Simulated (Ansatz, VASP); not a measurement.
**La3In in VASP and in Ansatz**

```
CELL_PARAMETERS angstrom
5.08540 0.00000 0.00000
0.00000 5.08540 0.00000
0.00000 0.00000 5.03455
ATOMIC_POSITIONS crystal
La 0.00000 0.50000 0.50000
La 0.50000 0.00000 0.50000
La 0.50000 0.50000 0.00000
In 0.00000 0.00000 0.00000
```

Change from the starting cell: zz strain of -1 %.

Alike in both runs: task single point; functional PBEsol; k mesh 7 × 7 × 7; occupations fermi-dirac, width 0.05 eV; no spin polarisation.

|  | VASP | Ansatz |
| --- | --- | --- |
| version | VASP 6.6.1 | Ansatz 0.2.0 |
| potentials or method | VASP PAW PBE potentials, release 64 (La, In_d), cutoff 520 eV | all-electron LAPW, scalar-relativistic |

|  | VASP | Ansatz | Ansatz less VASP |
| --- | --- | --- | --- |
| pressure (GPa) | -2.3 | -2.3 | +0.02 |
| traceless stress, the component that is largest in VASP (GPa) | 0.18 | 0.18 | 0.000 |

VASP's potentials were made for PBE, not for PBEsol. Ansatz ran all-electron here, and VASP with PAW potentials.

Neither program's run includes spin-orbit coupling.
